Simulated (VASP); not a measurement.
Set up this calculation in VASP 6.6.1, as the native input.

| Quantity | Value |
| --- | --- |
| Task | single point |
| Functional | PBEsol |
| Potentials or basis | VASP PAW PBE potentials, release 64 (Ta_pv, N) |
| Cutoff | 520 eV |
| k mesh | 18 × 18 × 12 |
| Occupations | gaussian, width 0.15 eV |
| Spin | no spin polarisation |
| Dipole correction | no |
| Further INCAR settings | ALGO = Normal; EDIFF = 1e-06; NBANDS = 24 |

The structure of TaN lies in POSCAR:

```
TaN
1.0
    3.0917871199      0.0000000000      0.0000000000
   -1.5458935600      2.6775661889      0.0000000000
    0.0000000000      0.0000000000      4.8073724573
Ta N
2 2
Direct
    0.3333333333      0.6666666667      0.0000000000
    0.6666666667      0.3333333333      0.5000000000
    0.3333333333      0.6666666667      0.3850000000
    0.6666666667      0.3333333333      0.8850000000
```

This cell differs from its parent crystal: ratio of the length along z to the lengths across it x 0.96, volume and fractional coordinates fixed.

These files were run (other wordings do the same):

INCAR

```
SYSTEM = TaN
PREC = Accurate ; ENCUT = 520
EDIFF = 1E-6 ; ISMEAR = 0
SIGMA = 0.15 ; LREAL = .False.
LASPH = .True. ; NELM = 80
ALGO = Normal ; ISIF = 2
LWAVE = .False. ; LCHARG = .False.
GGA = PS ; NBANDS = 24
```

KPOINTS

```
Automatic mesh
0
Gamma
  18 18 12
  0 0 0
```

Potentials or basis: VASP PAW PBE potentials, release 64 (Ta_pv, N).

Command:

```sh
$ cat potpaw_PBE.64/Ta_pv/POTCAR potpaw_PBE.64/N/POTCAR > POTCAR
$ mpirun -np 1 vasp_std > vasp.out
```

It gave:

```
Pressure               : 127.7 GPa
Largest force          : 0.120 eV/Å
Band gap on the k mesh : zero (bands 16 and 17 overlap by 2.80 eV)
```

Caveat: the cell stands under pressure; the PAW data sets were made with another functional, which shifts forces and pressure a little; spin-orbit coupling is left out, which moves the levels of the heavy elements.

It took 2.8 min on 1 thread of AMD EPYC 7R43 64-Core Processor (Zen 3), on a shared host, peak memory 0.28 GiB.
